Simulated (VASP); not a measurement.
Here is a VASP 6.6.1 calculation.

File POSCAR:

```
SiH4CSO
1.0
    8.8044230000      0.0000000000      0.0000000000
    0.0000000000      8.8044230000      0.0000000000
    0.0000000000      0.0000000000      8.8044230000
O C S Si H
3 3 3 3 12
Direct
    0.3952786003      0.6197680416     -0.1641334134
    0.7380949325      0.3484271485      0.2891501238
    0.9143699706      0.4444129956      0.0171163971
    0.3862149740      0.5572540074     -0.0406840971
    0.6795675310      0.2573365682      0.2319288839
    0.9108376551      0.5754834814      0.0138566718
    0.3788891106      0.4892654521      0.1168390024
    0.6311486852      0.1157599993      0.1260162080
    0.9117122156      0.7429447676      0.0476351488
    0.7744403012      0.9179704337      0.6240159066
    0.3183627138      0.0829242302      0.5369346748
    0.0874446855      0.5409440232      0.6020723902
    0.8274250340      1.0418854251      0.5254972416
    0.7682161568      0.7745425225      0.5451350986
    0.8792058264      0.8837603554      0.7518266671
    0.6306035046      0.9649808965      0.6976947836
    0.2551217723     -0.0603446699      0.4699569750
    0.4439359626      0.0467378725      0.6588279550
    0.3999239927      0.1867016158      0.4206294950
    0.2008422358      0.1663027776      0.6302741247
    0.0823790497      0.4137579487      0.7078146972
    0.2221156344      0.4658113314      0.5244863860
   -0.0462608396      0.5062341962      0.4994421554
    0.0807548660      0.6961160317      0.6651316049
```

Contents of INCAR.step1:

```
SYSTEM = SiH4CSO
  ALGO = Normal
  EDIFF = 1E-4
  ENCUT = 520
  GGA = PE
  ISMEAR = -1
  LASPH = .TRUE.
  LCHARG = .FALSE.
  LREAL = Auto
  LWAVE = .TRUE.
  NBANDS = 54
  NELM = 100
  PREC = Accurate
  SIGMA = 0.05
```

Contents of INCAR.step2:

```
SYSTEM = SiH4CSO
  ALGO = Normal
  EDIFF = 1E-7
  ENCUT = 520
  ISIF = 2
  ISMEAR = -1
  ISTART = 1
  IVDW = 12
  LASPH = .TRUE.
  LCHARG = .FALSE.
  LMIXTAU = .TRUE.
  LREAL = Auto
  LWAVE = .FALSE.
  METAGGA = R2SCAN
  NBANDS = 54
  NELM = 100
  PREC = Accurate
  SIGMA = 0.05
  VDW_A1 = 0.49484001
  VDW_A2 = 5.73083694
  VDW_S6 = 1.0
  VDW_S8 = 0.78981345
```

The input KPOINTS:

```
k-points
0
G
  1 1 1
  0 0 0
```

Potentials or basis: VASP PAW PBE potentials, release 64 (O, C, S, Si, H).

Run with:

```console
$ cat potpaw_PBE.64/O/POTCAR potpaw_PBE.64/C/POTCAR potpaw_PBE.64/S/POTCAR potpaw_PBE.64/Si/POTCAR potpaw_PBE.64/H/POTCAR > POTCAR
$ cp INCAR.step1 INCAR
$ mpirun -np 1 vasp_gam > vasp.out
$ cp INCAR.step2 INCAR
$ mpirun -np 1 vasp_gam > vasp.out
```

Problem. What does it give for the dispersion energy per atom?

Solution. -0.021 eV.

Problem. Predict the largest force.

Solution. 13.527 eV/Å.

Stress tensor (GPa, compression positive):
```
 0.21  0.95  0.55
 0.95  2.09  1.06
 0.55  1.06 -0.41
```

Caveat: the k points lie up to 0.71 Å⁻¹ apart; the atoms stand as in a frame of molecular dynamics; the PAW data sets were made with another functional, which shifts forces and pressure a little.
